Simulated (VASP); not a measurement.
# FeO (Fm-3m) in VASP: notebook

Aim: see how the results for FeO move with the level of theory and the settings. Levels: PBE, r2SCANh, RPBE+D4. Tasks: single point.

All numbers are computed with VASP 6.6.1; they aren't measurements. Logs are shortened: lines on timing, memory, paths and dates and some standing lists are left out, and cuts for length are marked.

## 1. The cell of the first run

The structure is cubic, space group Fm-3m (No. 225). The conventional cell has a = 4.309 Å, b = 4.309 Å, c = 4.309 Å, α = 90.00°, β = 90.00°, γ = 90.00°. Fe (site symmetry m-3m) has 6 O at 2.15 Å within 2.9 Å. O (site symmetry m-3m) has 6 Fe at 2.15 Å within 2.9 Å.

## 2. Single point, PBE, collinear spin, ferromagnetic start

File INCAR:

```
SYSTEM = FeO
ALGO = Normal
EDIFF = 1E-6
ENCUT = 700
GGA = PE
GGA_COMPAT = .False.
ISIF = 2
ISMEAR = -1
ISPIN = 2
LASPH = .True.
LCHARG = .False.
LMAXMIX = 4
LORBIT = 11
LREAL = .False.
LWAVE = .False.
MAGMOM = 3 0
NBANDS = 22
NELM = 200
PREC = Accurate
SIGMA = 0.05
```

File KPOINTS:

```
k-points
0
Gamma
  11 11 11
  0 0 0
```

File POSCAR:

```
FeO
1.0
    0.0000000000      2.1546222616      2.1546222616
    2.1546222616      0.0000000000      2.1546222616
    2.1546222616      2.1546222616      0.0000000000
Fe O
1 1
Direct
    0.0000000000      0.0000000000      0.0000000000
    0.5000000000      0.5000000000      0.5000000000
```

Potentials or basis: VASP PAW PBE potentials, release 64 (Fe_sv, O).

Command:

```console
cat potpaw_PBE.64/Fe_sv/POTCAR potpaw_PBE.64/O/POTCAR > POTCAR
mpirun -np 1 vasp_std > vasp.out
```

OUTCAR:

```text
SYSTEM = FeO
   EDIFF = 1E-6
   ENCUT = 700
   GGA = PE
   ISIF = 2
   ISMEAR = -1
   ISPIN = 2
   LASPH = .True.
   LORBIT = 11
   LREAL = .False.
   NELM = 200
   PREC = Accurate

 ion  position               nearest neighbor table
   1  0.000  0.000  0.000-   2 2.15   2 2.15   2 2.15   2 2.15   2 2.15   2 2.15
   2  0.500  0.500  0.500-   1 2.15   1 2.15   1 2.15   1 2.15   1 2.15   1 2.15

  LATTYP: Found a face centered cubic cell.
 ALAT       =     4.3092445232

  Lattice vectors:

 A1 = (   0.0000000000,   2.1546222616,   2.1546222616)
 A2 = (   2.1546222616,   0.0000000000,   2.1546222616)
 A3 = (   2.1546222616,   2.1546222616,   0.0000000000)

Analysis of symmetry for initial positions (statically):
=====================================================================
 Subroutine PRICEL returns:
 Original cell was already a primitive cell.

 Routine SETGRP: Setting up the symmetry group for a
 face centered cubic supercell.

 Subroutine GETGRP returns: Found 48 space group operations
 (whereof 48 operations were pure point group operations)
 out of a pool of 48 trial point group operations.

The static configuration has the point symmetry O_h .

Analysis of symmetry for dynamics (positions and initial velocities):
=====================================================================
 Subroutine PRICEL returns:
 Original cell was already a primitive cell.

 Routine SETGRP: Setting up the symmetry group for a
 face centered cubic supercell.

 Subroutine GETGRP returns: Found 48 space group operations
 (whereof 48 operations were pure point group operations)
 out of a pool of 48 trial point group operations.

The dynamic configuration has the point symmetry O_h .

Analysis of structural, dynamic, and magnetic symmetry:
=====================================================================
 Subroutine PRICEL returns:
 Original cell was already a primitive cell.

 Routine SETGRP: Setting up the symmetry group for a
 face centered cubic supercell.

 Subroutine GETGRP returns: Found 48 space group operations
 (whereof 48 operations were pure point group operations)
 out of a pool of 48 trial point group operations.

The overall configuration has the point symmetry O_h .

 Subroutine INISYM returns: Found 48 space group operations
 (whereof 48 operations are pure point group operations),
 and found     1 'primitive' translations

----------------------------------------------------------------------------------------

                                     Primitive cell

  volume of cell :      20.0052

  direct lattice vectors                    reciprocal lattice vectors
     0.000000000  2.154622262  2.154622262    -0.232059238  0.232059238  0.232059238
     2.154622262  0.000000000  2.154622262     0.232059238 -0.232059238  0.232059238
     2.154622262  2.154622262  0.000000000     0.232059238  0.232059238 -0.232059238

  length of vectors
     3.047096024  3.047096024  3.047096024     0.401938390  0.401938390  0.401938390

  position of ions in fractional coordinates (direct lattice)
     0.000000000  0.000000000  0.000000000
     0.500000000  0.500000000  0.500000000

  ion indices of the primitive-cell ions
   primitive index   ion index
                 1           1
                 2           2

----------------------------------------------------------------------------------------

 KPOINTS: k-points

Automatic generation of k-mesh.
 Grid dimensions read from file:
 generate k-points for:   11   11   11

 Generating k-lattice:

  Cartesian coordinates                     Fractional coordinates (reciprocal lattice)
    -0.021096294  0.021096294  0.021096294     0.090909091  0.000000000  0.000000000
     0.021096294 -0.021096294  0.021096294     0.000000000  0.090909091  0.000000000
     0.021096294  0.021096294 -0.021096294     0.000000000  0.000000000  0.090909091

  Length of vectors
     0.036539854  0.036539854  0.036539854

  Shift w.r.t. Gamma in fractional coordinates (k-lattice)
     0.000000000  0.000000000  0.000000000

 Subroutine IBZKPT returns following result:
 ===========================================

 Found     56 irreducible k-points:

 Following reciprocal coordinates:
            Coordinates               Weight
  0.000000  0.000000  0.000000      1.000000
  0.090909  0.000000  0.000000      8.000000
  0.181818  0.000000  0.000000      8.000000
  0.272727  0.000000  0.000000      8.000000
  0.363636  0.000000  0.000000      8.000000
  0.454545  0.000000  0.000000      8.000000
[... 16 lines left out ...]
 -0.272727  0.181818  0.000000     24.000000
 -0.181818  0.181818  0.000000     12.000000
 [... further k-points ...]
   k-points           NKPTS =     56   k-points in BZ     NKDIM =     56   number of bands    NBANDS=     22
   number of dos      NEDOS =    301   number of ions     NIONS =      2
   total plane-waves  NPLWV =  21952
   dimension x,y,z NGX =    28 NGY =   28 NGZ =   28
   dimension x,y,z NGXF=    56 NGYF=   56 NGZF=   56
   ions per type =               1   1
   NGX,Y,Z   is equivalent  to a cutoff of  15.28, 15.28, 15.28 a.u.
   NGXF,Y,Z  is equivalent  to a cutoff of  30.55, 30.55, 30.55 a.u.
 SYSTEM =  FeO
   PREC   = accura    normal or accurate (medium, high low for compatibility)
   ISTART =      0    job   : 0-new  1-cont  2-samecut
   ICHARG =      2    charge: 1-file 2-atom 10-const
   ISPIN  =      2    spin polarized calculation?
   LNONCOLLINEAR =      F non collinear calculations
   LSORBIT =      F    spin-orbit coupling
   LASPH  =      T    aspherical Exc in radial PAW
   ENCUT  =  700.0 eV  51.45 Ry    7.17 a.u.   6.57  6.57  6.57*2*pi/ulx,y,z
   NELM   =    200;   NELMIN=  2; NELMDL= -5     # of ELM steps
   EDIFF  = 0.1E-05   stopping-criterion for ELM
   LREAL  =      F    real-space projection
   EDIFFG = 0.1E-04   stopping-criterion for IOM
   NSW    =      0    number of steps for IOM
   IBRION =     -1    ionic relax: 0-MD 1-quasi-New 2-CG
   NFREE  =      0    steps in history (QN), initial steepest desc. (CG)
   ISIF   =      2    stress and relaxation
   ISYM   =      2    0-nonsym 1-usesym 2-fastsym
   POTIM  = 0.5000    time-step for ionic-motion
   TEBEG  =    0.0;   TEEND  =   0.0 temperature during run
   PSTRESS=    0.0 pullay stress
   NELECT =      22.0000    total number of electrons
   NUPDOWN=      -1.0000    fix difference up-down
   EMIN   =  10.00;   EMAX   =-10.00  energy-range for DOS
   EFERMI =   0.00;   METHOD = LEGACY
   ISMEAR =    -1;   SIGMA  =   0.05  broadening in eV -4-tet -1-fermi 0-gaus
   EFERMI_NEDOS =   21; number of points for ismear=-14 and -15
   IALGO  =     38    algorithm
   IMIX   =      4    mixing-type and parameters
     AMIX     =   0.40;   BMIX     =  1.00
     AMIX_MAG =   1.60;   BMIX_MAG =  1.00
  volume/ion in A,a.u.               =      10.00        67.50
  Fermi-wavevector in a.u.,A,eV,Ry     =   1.689797  3.193254 38.850273  2.855415
  Thomas-Fermi vector in A             =   2.771859
   LORBIT       =     11    0 simple, 1 ext, 2 COOP (PROOUT), +10 PAW based schemes
   GGA     = PE    functional components
   LHFCALC =     F    Hartree Fock is set to
   AEXX    =    0.0000 exact exchange contribution
   IVDW    =     0    specifies the selected vdW correction
   LEPSILON=     F    determine dielectric tensor
   LRPA    =     F    only Hartree local field effects (RPA)
 spin polarized calculation
  energy-cutoff  :      700.00
  volume of cell :       20.01
 maximum number of plane-waves:       869
   NGX = 13   NGY = 13   NGZ = 13

 number of electron      21.9999992 magnetization       4.0006319

 Free energy of the ion-electron system (eV)
  ---------------------------------------------------
  ext. energy  EPLUGINS =         0.00000000
  ---------------------------------------------------
  free energy    TOTEN  =       -15.04504004 eV

  energy without entropy =      -15.03340488  energy(sigma->0) =      -15.03922246

 E-fermi :   9.8299     XC(G=0): -12.5335

 val. band max:        9.8240116123   @ k =  -0.2727   0.3636   0.0909
 cond. band min:       9.8310074329   @ k =  -0.3636   0.2727   0.0909
 fundamental gap:      0.0069958206
 Fermi energy:         9.8298527632

 spin component 1

 k-point     1 :       0.0000    0.0000    0.0000
  band No.  band energies     occupation
      1     -80.0870      1.00000
      2     -46.1137      1.00000
      3     -46.1137      1.00000
      4     -46.1137      1.00000
      5     -10.9665      1.00000
      6       5.9483      1.00000
[... 14 lines left out ...]
     21      30.4053      0.00000
     22      33.4650      0.00000
[... 552 lines left out ...]
  band No.  band energies     occupation
      1     -80.0834      1.00000
      2     -46.1424      1.00000
      3     -46.1259      1.00000
      4     -46.1170      1.00000
      5     -10.2623      1.00000
      6       2.4988      1.00000
[... 14 lines left out ...]
     21      36.1246      0.00000
     22      37.8624      0.00000

 [... further k-points ...]

 spin component 2

 k-point     1 :       0.0000    0.0000    0.0000
  band No.  band energies     occupation
      1     -75.9240      1.00000
      2     -42.0438      1.00000
      3     -42.0438      1.00000
      4     -42.0438      1.00000
      5     -10.4420      1.00000
      6       6.4953      1.00000
[... 14 lines left out ...]
     21      31.9985      0.00000
     22      34.5897      0.00000
[... 552 lines left out ...]
  band No.  band energies     occupation
      1     -75.9197      1.00000
      2     -42.0799      1.00000
      3     -42.0589      1.00000
      4     -42.0477      1.00000
      5      -9.7227      1.00000
      6       3.3597      1.00000
[... 14 lines left out ...]
     21      36.8979      0.00000
     22      38.6389      0.00000

 [... further k-points ...]

------------------------ aborting loop because EDIFF is reached ----------------------------------------

  FORCE on cell =-STRESS in cart. coord.  units (eV):
  Direction    XX          YY          ZZ          XY          YZ          ZX
  --------------------------------------------------------------------------------------
  -------------------------------------------------------------------------------------
  Total       -0.1417199     -0.1417199     -0.1417199      0.0000000      0.0000000      0.0000000
  in kB      -11.3500579    -11.3500579    -11.3500579      0.0000000      0.0000000      0.0000000
  external PRESSURE =     -11.3500579 kB  Pullay stress =       0.0000000 kB

 VOLUME and BASIS-vectors are now :
 -----------------------------------------------------------------------------
  energy-cutoff  :      700.00
  volume of cell :       20.01
      direct lattice vectors                 reciprocal lattice vectors
     0.000000000  2.154622262  2.154622262    -0.232059238  0.232059238  0.232059238
     2.154622262  0.000000000  2.154622262     0.232059238 -0.232059238  0.232059238
     2.154622262  2.154622262  0.000000000     0.232059238  0.232059238 -0.232059238

 POSITION                                       TOTAL-FORCE (eV/Angst)
 -----------------------------------------------------------------------------------
      0.00000      0.00000      0.00000        -0.000000     -0.000000      0.000000
      2.15462      2.15462      2.15462         0.000000      0.000000     -0.000000
 -----------------------------------------------------------------------------------
    total drift:                                0.000000      0.000000      0.000000

  FREE ENERGIE OF THE ION-ELECTRON SYSTEM (eV)
  ---------------------------------------------------
  free  energy   TOTEN  =       -15.0450400375 eV

  energy  without entropy=      -15.0334048789  energy(sigma->0) =      -15.03922246

 total charge

# of ion       s       p       d       tot
------------------------------------------
    1        2.103   5.998   5.516  13.617
    2        1.552   3.443   0.000   4.994
--------------------------------------------------
tot          3.654   9.441   5.516  18.611

 magnetization (x)

# of ion       s       p       d       tot
------------------------------------------
    1        0.015   0.011   3.452   3.478
    2        0.030   0.266   0.000   0.296
--------------------------------------------------
tot          0.046   0.277   3.452   3.774
```

Run time: 67 s. Hardware: 1 thread of AMD EPYC 7R13 (Zen 3), shared host; peak memory 0.17 GiB.

What came out:

* Free energy: -15.0450 eV
* Pressure: -1.1 GPa
* Band gap on the k mesh: zero (filled and empty bands overlap)
* Net moment: 4.00 μB per cell
* Site moments: Fe +3.48; O +0.30 μB
* Valence electrons inside the program's atomic spheres: Fe 13.62; O 4.99

Levels at points of the mesh, in eV from the Fermi level:
Spin up:
| k point | band 11 | band 12 | band 13 | band 14 | band 15 | band 16 |
| --- | --- | --- | --- | --- | --- | --- |
| (0.00, 0.00, 0.00) | -3.88 | -3.68 | -3.68 | 0.02 | 15.24 | 16.96 |
Spin down:
| k point | band 5 | band 6 | band 7 | band 8 | band 9 | band 10 | band 11 | band 12 | band 13 | band 14 |
| --- | --- | --- | --- | --- | --- | --- | --- | --- | --- | --- |
| (0.00, 0.00, 0.00) | -20.27 | -3.33 | -3.33 | -3.33 | -0.74 | -0.74 | -0.74 | 0.22 | 0.22 | 0.81 |

Caveat: a cell with one magnetic atom can't hold antiferromagnetic order, which such compounds often take; semilocal functionals often make such compounds metallic where correlation or magnetic order opens a gap, which also shifts bond lengths. With open d or f shells a metallic result of PBE can be an artefact of self-interaction; +U or a hybrid may open a gap.

## 3. Single point, r2SCANh, collinear spin, ferromagnetic start

This run uses another cell than the first one, of 9.81 Å³/atom.

File POSCAR:

```
FeO
1.0
    0.0000000000      2.1409337923      2.1409337923
    2.1409337923      0.0000000000      2.1409337923
    2.1409337923      2.1409337923      0.0000000000
Fe O
1 1
Direct
    0.0000000000      0.0000000000      0.0000000000
    0.5000000000      0.5000000000      0.5000000000
```

File INCAR.step1:

```
PREC = Accurate
ENCUT = 520
EDIFF = 1E-5
ISMEAR = -1
SIGMA = 0.05
LREAL = F
LASPH = T
NELM = 150
ALGO = Normal
ISIF = 2
LWAVE = T
ISPIN = 2
MAGMOM = 3 0
LORBIT = 11
LMAXMIX = 4
NBANDS = 18
GGA = PE
```

File INCAR.step2:

```
PREC = Accurate
ENCUT = 520
EDIFF = 1E-6
ISMEAR = -1
SIGMA = 0.05
LREAL = F
LASPH = T
NELM = 150
ALGO = Normal
ISIF = 2
LWAVE = F
LCHARG = T
ISPIN = 2
MAGMOM = 3 0
LORBIT = 11
LMAXMIX = 4
METAGGA = R2SCAN
LHFCALC = T
AEXX = 0.1
LMIXTAU = T
PRECFOCK = Normal
LELF = T
LVHAR = T
NBANDS = 18
ISTART = 1
```

File KPOINTS:

```
Automatic mesh
0
Gamma
  6 6 6
```

Potentials or basis: VASP PAW PBE potentials, release 64 (Fe, O).

Command:

```console
cat potpaw_PBE.64/Fe/POTCAR potpaw_PBE.64/O/POTCAR > POTCAR
cp INCAR.step1 INCAR
mpirun -np 1 vasp_std > vasp.out
cp INCAR.step2 INCAR
mpirun -np 1 vasp_std > vasp.out
```

Run time: 2 h. Hardware: 1 thread of Intel Xeon 8259CL, shared host; peak memory 0.18 GiB.

The run converged. Its results:

```yaml
Free_energy: -25.1678 eV
Pressure: -4.0 GPa
Band_gap_on_the_k_mesh: zero (filled and empty bands overlap)
Net_moment: 4.00 μB per cell
Site_moments: Fe +3.71; O +0.27 μB
Valence_electrons_inside_the_program's_atomic_spheres: Fe 6.72; O 5.06
```

Levels at points of the mesh, in eV from the Fermi level:
Spin up:
```
           k point  band 6  band 7  band 8  band 9  band 10  band 11  band 12  band 13
(0.00, 0.00, 0.00)   -6.29   -5.38   -5.38   -5.38     0.16    15.89    17.42    17.42
(0.50, 0.00, 0.00)   -5.55   -4.77   -2.26   -2.26     4.24     9.11    13.09    13.09
(0.50, 0.50, 0.00)   -5.92   -5.37   -5.28   -5.28     5.62     9.36    10.77    15.68
```
Spin down:
```tsv
k point	band 3	band 4	band 5	band 6	band 7	band 8
(0.00, 0.00, 0.00)	-4.62	-4.62	-1.10	-1.10	-1.10	1.11
(0.50, 0.00, 0.00)	-6.53	-6.53	0.68	0.68	0.87	3.90
(0.50, 0.50, 0.00)	-5.94	-5.94	-2.75	1.15	1.15	1.77
```

Caveat: the k points lie up to 0.42 Å⁻¹ apart, too coarse for converged energies and pressures of a metal; the PAW data sets were made with another functional, which shifts forces and pressure a little; a cell with one magnetic atom can't hold antiferromagnetic order, which such compounds often take.

## 4. Single point, RPBE+D4, collinear spin, ferromagnetic start

File INCAR:

```
SYSTEM = FeO
PREC = Accurate ; ENCUT = 700
EDIFF = 1E-6 ; ISMEAR = -5
SIGMA = 0.05 ; LREAL = .FALSE.
LASPH = .TRUE. ; NELM = 200
ALGO = Normal ; ISIF = 2
LWAVE = .FALSE. ; LCHARG = .FALSE.
ISPIN = 2 ; MAGMOM = 3 0
LORBIT = 11 ; LMAXMIX = 4
GGA = RP ; IVDW = 13
NBANDS = 22 ; GGA_COMPAT = .FALSE.
```

File KPOINTS:

```
Automatic mesh
0
G
  11 11 11
  0 0 0
```

File POSCAR:

```
FeO
1.0
    0.0000000000      2.1554000000      2.1554000000
    2.1554000000      0.0000000000      2.1554000000
    2.1554000000      2.1554000000      0.0000000000
Fe O
1 1
Direct
    0.0000000000      0.0000000000      0.0000000000
    0.5000000000      0.5000000000      0.5000000000
```

Potentials or basis: VASP PAW PBE potentials, release 64 (Fe_sv, O).

Command:

```console
cat potpaw_PBE.64/Fe_sv/POTCAR potpaw_PBE.64/O/POTCAR > POTCAR
mpirun -np 1 vasp_std > vasp.out
```

Wall time 58 s (1 thread of AMD EPYC 9R45 (Zen 5), shared host); peak memory 0.18 GiB.

Results (log left out):

```yaml
Free_energy: -15.6481 eV
Pressure: -4.9 GPa
Band_gap_on_the_k_mesh: zero (filled and empty bands overlap)
Net_moment: 4.00 μB per cell
Site_moments: Fe +3.49; O +0.29 μB
Valence_electrons_inside_the_program's_atomic_spheres: Fe 13.62; O 5.01
Dispersion_energy_per_atom: -0.712 eV
```

Levels at points of the mesh, in eV from the Fermi level:
Spin up:
```
           k point  band 11  band 12  band 13  band 14  band 15  band 16
(0.00, 0.00, 0.00)    -3.90    -3.75    -3.75     0.02    15.29    16.96
```
Spin down:
| k point | band 6 | band 7 | band 8 | band 9 | band 10 | band 11 | band 12 | band 13 |
| --- | --- | --- | --- | --- | --- | --- | --- | --- |
| (0.00, 0.00, 0.00) | -3.35 | -3.35 | -3.35 | -0.72 | -0.72 | -0.72 | 0.28 | 0.28 |

Caveat: the cell stands under tension; the PAW data sets were made with another functional, which shifts forces and pressure a little; a cell with one magnetic atom can't hold antiferromagnetic order, which such compounds often take; semilocal functionals often make such compounds metallic where correlation or magnetic order opens a gap, which also shifts bond lengths; tetrahedron occupations give inexact forces and stress in metals. With open d or f shells a metallic result of RPBE can be an artefact of self-interaction; +U or a hybrid may open a gap.

## 5. Summary

```tsv
level	potentials or basis	cell	k mesh	cutoff (eV)	smearing	grid for exact exchange (PRECFOCK)	share of exact exchange	gap on the mesh (eV)	pressure (GPa)	moment (μB)
PBE	VASP PAW PBE potentials, release 64 (Fe_sv, O)	a = 3.047 Å, angles 60.0°, 2 atoms	11 × 11 × 11	700	fermi-dirac 0.05 eV	-	-	none	-1.1	4.00
r2SCANh	VASP PAW PBE potentials, release 64 (Fe, O)	a = 3.028 Å, angles 60.0°, 2 atoms	6 × 6 × 6	520	fermi-dirac 0.05 eV	Normal	0.1	none	-4.0	4.00
RPBE+D4	VASP PAW PBE potentials, release 64 (Fe_sv, O)	a = 3.048 Å, angles 60.0°, 2 atoms	11 × 11 × 11	700	tetrahedron	-	-	none	-4.9	4.00
```

Alike in all rows: task single point; spin collinear, ferromagnetic start.

Caveats: some runs use coarse meshes; a cell with one magnetic atom can't hold antiferromagnetic order, which such compounds often take; semilocal functionals often make such compounds metallic where correlation or magnetic order opens a gap, which also shifts bond lengths (at least some runs); the PAW data sets were made with another functional, which shifts forces and pressure a little (at least some runs); the cell stands under tension (at least some runs); tetrahedron occupations give inexact forces and stress in metals (at least some runs).

Total energies depend on the potentials used, so only differences within one code and one set of settings carry meaning.

The gap in the log of VASP goes by the Fermi energy; the results here count the filled bands.